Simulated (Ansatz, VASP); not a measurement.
## SnO2: VASP beside Ansatz

Contents of INCAR:

```
SYSTEM = SnO2
  PREC = Accurate
  ENCUT = 520
  EDIFF = 1E-6
  ISMEAR = 0
  SIGMA = 0.05
  LREAL = .FALSE.
  LASPH = .TRUE.
  NELM = 80
  ALGO = Normal
  ISIF = 2
  LWAVE = .FALSE.
  LCHARG = .FALSE.
  GGA = CA
  NBANDS = 35
```

Contents of KPOINTS:

```
regular mesh
0
G
  6 6 8
  0 0 0
```

The input POSCAR:

```
SnO2
1.0
    4.6094272255      0.0000000000      0.0000000000
    0.0000000000      4.6099934723      0.0000000000
    0.0000000000      0.0000000000      3.1141542057
Sn O
2 4
Direct
    0.5000000000      0.5000000000      0.5000000000
    0.0000000000      0.0000000000      0.0000000000
    0.3059833077      0.2932176170      0.0000000000
    0.8059833077      0.2067823830      0.5000000000
    0.1940166923      0.7932176170      0.5000000000
    0.6940166923      0.7067823830      0.0000000000
```

Input for Ansatz:

```yaml
crystal:
  lattice:
    - [4.6094272255, 0.0, 0.0]
    - [0.0, 4.6099934723, 0.0]
    - [0.0, 0.0, 3.1141542057]
  atoms:
    - { symbol: Sn, position: [0.5, 0.5, 0.5] }
    - { symbol: Sn, position: [0.0, 0.0, 0.0] }
    - { symbol: O, position: [0.3059833077, 0.293217617, 0.0] }
    - { symbol: O, position: [0.8059833077, 0.206782383, 0.5] }
    - { symbol: O, position: [0.1940166923, 0.793217617, 0.5] }
    - { symbol: O, position: [0.6940166923, 0.706782383, 0.0] }
basis:
  ecutwfc: 520.0
kpoints:
  mp_grid: { grid: [6, 6, 8] }
hamiltonian:
  xc: lda
scf:
  occupations: { method: gaussian, width: 0.05 }
output:
  forces: true
  stress: true
  eigenvalues: true
```

Alike in both runs: task single point; functional LDA; k mesh 6 × 6 × 8; occupations gaussian, width 0.05 eV; no spin polarisation.

|  | VASP | Ansatz |
| --- | --- | --- |
| version | VASP 6.6.1 | Ansatz 0.2.0 |
| potentials or method | VASP PAW LDA potentials, release 64 (Sn_d, O), cutoff 520 eV | scalar-relativistic, plane waves, PAW |
| valence electrons in the cell | 52 | 52 |

Ansatz gave:

| Item | Value |
| --- | --- |
| gap on the k mesh at the Fermi level (eV) | 1.94 |
| least direct gap on the mesh (eV) | 1.94 |
| pressure (GPa) | 17.6 |
| traceless stress, the component that is largest in VASP (GPa) | -0.69 |
| rms of the force components (eV/Å) | 0.457 |

Problem. Which values does VASP return?

Solution. gap on the k mesh at the Fermi level (eV): 1.97; least direct gap on the mesh (eV): 1.97; pressure (GPa): 19.0; traceless stress, the component that is largest in VASP (GPa): -0.79; rms of the force components (eV/Å): 0.454.

LDA's correlation is that of Perdew and Zunger in VASP and of Perdew and Wang (1992) in Ansatz. Atom by atom the forces differ by 0.003 eV/Å (rms over components).
